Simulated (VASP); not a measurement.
Set up this calculation in VASP 6.6.1, as the native input.

```yaml
Task: single point
Functional: PBE
Potentials_or_basis: VASP PAW PBE potentials, release 64 (Mo_sv, S)
Cutoff: 520 eV
k_mesh: 14 × 14 × 6
Occupations: gaussian, width 0.1 eV
Spin: collinear spin
Starting_moments: "[1.29, 0.0, 0.0, 0.0] μB"
Dipole_correction: no
Further_INCAR_settings: ALGO = Fast; EDIFF = 1e-06; NBANDS = 28
```

The structure of MoS3 lies in POSCAR:

```
MoS3
1.0
    3.3377246558      0.0000000000      0.0000000000
    0.0000000000      3.3377246558      0.0000000000
    0.0000000000      0.0000000000      8.6932653656
Mo S
1 3
Direct
    0.5000000000      0.5000000000      0.0000000000
    0.0000000000      0.0000000000      0.6098363779
    0.0000000000      0.0000000000      0.3901636221
    0.0000000000      0.0000000000      0.0000000000
```

The cell was built from a structure type or drawn by symmetry, and may not be a known phase.

One way to write it, as run:

INCAR

```
SYSTEM = MoS3
  ALGO = Fast
  EDIFF = 1E-6
  ENCUT = 520
  GGA = PE
  ISIF = 2
  ISMEAR = 0
  ISPIN = 2
  LASPH = .TRUE.
  LCHARG = .FALSE.
  LMAXMIX = 4
  LORBIT = 11
  LREAL = .FALSE.
  LWAVE = .FALSE.
  MAGMOM = 1.29 0 0 0
  NBANDS = 28
  NELM = 150
  PREC = Accurate
  SIGMA = 0.1
```

KPOINTS

```
k-points
0
G
  14 14 6
  0 0 0
```

Potentials or basis: VASP PAW PBE potentials, release 64 (Mo_sv, S).

Run with:

```bash
$ cat potpaw_PBE.64/Mo_sv/POTCAR potpaw_PBE.64/S/POTCAR > POTCAR
$ mpirun -np 1 vasp_std > vasp.out
```

Results of the run:

```json
{
  "Pressure": "-0.3 GPa",
  "Largest force": "0.232 eV/Å",
  "Net moment": "1.83 μB per cell",
  "Site moments": "Mo +1.54; S -0.00, -0.03 (each value once) μB",
  "Valence electrons inside the program's atomic spheres": "Mo 12.36; S 3.61, 3.76 (each value once)"
}
```

Caveat: this functional lacks dispersion, which binds the layers, so the pressure and a relaxed spacing across them are unreliable.

It took 25 min on 1 thread of Oxide Virtual Turin-like Processor, with other jobs on the host, peak memory 0.62 GiB.
